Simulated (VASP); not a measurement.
Input of a VASP 6.6.1 run:

The input INCAR:

```
PREC = Accurate
ENCUT = 520
EDIFF = 1E-7
ISMEAR = 0
SIGMA = 0.1
LREAL = F
LASPH = T
NELM = 60
ALGO = Normal
ISIF = 2
LWAVE = F
LCHARG = T
GGA = PE
LELF = T
LVHAR = T
NBANDS = 39
```

The input KPOINTS:

```
Automatic mesh
0
Gamma
  12 6 4
```

File POSCAR:

```
Mg2Ti3O3
1.0
    2.8467640396      0.0004138463      0.0011433294
    1.2312794709      5.1200467709      0.0022917315
    0.6542980221      2.3321445790      7.2993926297
Mg Ti O
2 3 3
Direct
    0.4524453123      0.8747273574      0.0777059892
    0.5761439505      0.2719078589      0.2552859581
    0.9323959398      0.9849608929      0.7153892369
    0.1110670527      0.7011576311      0.4634935416
    0.1726220549      0.4186361115      0.8219062694
    0.7197779441      0.4146504755      0.6218683595
    0.5415781445      0.6893691494      0.8686118613
    0.4939696011      0.9779238562      0.5090721177
```

Potentials or basis: VASP PAW PBE potentials, release 64 (Mg, Ti_sv, O).

Launch:

```console
$ cat potpaw_PBE.64/Mg/POTCAR potpaw_PBE.64/Ti_sv/POTCAR potpaw_PBE.64/O/POTCAR > POTCAR
$ mpirun -np 1 vasp_std > vasp.out
```

Q: What does it give for the largest force?

A: 0.050 eV/Å.

Q: What does it give for the pressure?

A: 0.2 GPa.

Q: Predict the band gap on the k mesh.

A: Zero (bands 29 and 30 overlap by 0.47 eV).

Forces on the atoms (eV/Å):
```
Mg  -0.004 -0.003  0.000
Mg  -0.005 -0.007  0.009
Ti   0.012  0.016  0.008
Ti   0.012 -0.018 -0.045
Ti  -0.002 -0.028  0.038
O   -0.002 -0.006 -0.020
O   -0.002  0.016  0.041
O   -0.009  0.032 -0.029
```
